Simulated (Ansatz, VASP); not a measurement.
# Two plane-wave programs on Rh

INCAR

```
SYSTEM = Rh
PREC     = Accurate       ! precision mode
ENCUT    = 520            ! plane-wave cutoff, eV
EDIFF    = 1E-6           ! SCF threshold, eV
ISMEAR   = -1             ! smearing method
SIGMA    = 0.1            ! smearing width, eV
LREAL    = .FALSE.        ! projectors in reciprocal space
LASPH    = .TRUE.         ! aspherical terms in the spheres
NELM     = 100            ! most SCF steps
ALGO     = Normal         ! electronic algorithm
ISIF     = 2              ! what is computed and relaxed
LWAVE    = .FALSE.        ! write WAVECAR
LCHARG   = .TRUE.         ! write CHGCAR
GGA      = B5             ! functional
ALDAX    = 1.0          
AGGAX    = 1.0          
AGGAC    = 1.0          
ALDAC    = 0.0          
LELF     = .TRUE.         ! ELF
LVHAR    = .TRUE.       
NBANDS   = 22             ! bands
```

The input KPOINTS:

```
regular mesh
0
G
  11 11 11
  0 0 0
```

File POSCAR:

```
Rh
1.0
    0.0000000000      2.6907277156      2.6907277156
    2.6907277156      0.0000000000      2.6907277156
    2.6907277156      2.6907277156      0.0000000000
Rh
2
Direct
    0.1250000000      0.1250000000      0.1250000000
    0.8750000000      0.8750000000      0.8750000000
```

Input for Ansatz:

```yaml
crystal:
  lattice:
    - [0.0, 2.6907277156, 2.6907277156]
    - [2.6907277156, 0.0, 2.6907277156]
    - [2.6907277156, 2.6907277156, 0.0]
  atoms:
    - { symbol: Rh, position: [0.125, 0.125, 0.125] }
    - { symbol: Rh, position: [0.875, 0.875, 0.875] }
hamiltonian:
  xc: blyp
  pseudopotentials:
    kind: paw
    azcp:
      Rh: "pseudopotentials/Rh.paw.azcp"
basis:
  ecutwfc: 420
  fft_grid_basis: typed
kpoints:
  mp_grid: { grid: [11, 11, 11], shift: [0, 0, 0] }
magnetization:
  spin_polarized: false
scf:
  occupations: { method: fermi_dirac, width: 0.1 }
  lower_state_search: "off"
output:
  stress: true
```

Alike in both runs: task single point; functional BLYP; k mesh 11 × 11 × 11; occupations fermi-dirac, width 0.1 eV; no spin polarisation.

|  | VASP | Ansatz |
| --- | --- | --- |
| version | VASP 6.6.1 | Ansatz 0.2.0 |
| potentials or method | VASP PAW PBE potentials, release 64 (Rh_pv), cutoff 520 eV | plane waves (420 eV) with PAW, scalar-relativistic |
| valence electrons in the cell | 30 | 34 |

Ansatz gave:

```
pressure (GPa) : 19.1
```

**Question.** What did VASP give for the same quantities?

**Answer.** Pressure (GPa): 19.8.

VASP's potentials were made for PBE, not for BLYP. The functional is the same, so the differences come from potentials, cutoffs and numerics. VASP's potentials hold 30 valence electrons a cell and Ansatz's 34, so a difference there can come from the potentials and not from the codes.
